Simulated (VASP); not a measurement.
Wanted: the native input for a VASP 6.6.1 run.

| Quantity | Value |
| --- | --- |
| Task | single point |
| Functional | PBEsol |
| Potentials or basis | VASP PAW PBE potentials, release 64 (Re_sv_GW, S) |
| Cutoff | 560 eV |
| k mesh | 14 × 14 × 14 |
| Occupations | gaussian, width 0.1 eV |
| Spin | collinear spin |
| Starting moments | [3.5, 0.0] μB |
| Dipole correction | no |
| Further INCAR settings | ALGO = Normal; EDIFF = 1e-06; NBANDS = 22 |

The structure of ReS lies in POSCAR:

```
ReS
1.0
    0.0000000000      2.5920438540      2.5920438540
    2.5920438540      0.0000000000      2.5920438540
    2.5920438540      2.5920438540      0.0000000000
Re S
1 1
Direct
    0.0000000000      0.0000000000      0.0000000000
    0.2500000000      0.2500000000      0.2500000000
```

These files were run (other wordings do the same):

INCAR

```
SYSTEM = ReS
PREC = Accurate ; ENCUT = 560
EDIFF = 1E-6 ; ISMEAR = 0
SIGMA = 0.1 ; LREAL = .FALSE.
LASPH = .TRUE. ; NELM = 200
ALGO = Normal ; ISIF = 2
LWAVE = .FALSE. ; LCHARG = .FALSE.
ISPIN = 2 ; MAGMOM = 3.5 0
LORBIT = 11 ; LMAXMIX = 4
GGA = PS ; NBANDS = 22
GGA_COMPAT = .FALSE.
```

KPOINTS

```
regular mesh
0
G
  14 14 14
  0 0 0
```

Potentials or basis: VASP PAW PBE potentials, release 64 (Re_sv_GW, S).

Command:

```console
$ cat potpaw_PBE.64/Re_sv_GW/POTCAR potpaw_PBE.64/S/POTCAR > POTCAR
$ mpirun -np 1 vasp_std > vasp.out
```

It gave:

The pressure is -0.5 GPa. The net moment is 0.00 μB per cell.

Caveat: the PAW data sets were made with another functional, which shifts forces and pressure a little.

Run time: 120 s on 1 thread of Intel(R) Xeon(R) Platinum 8488C (Sapphire Rapids) (shared host), peak memory 0.28 GiB.
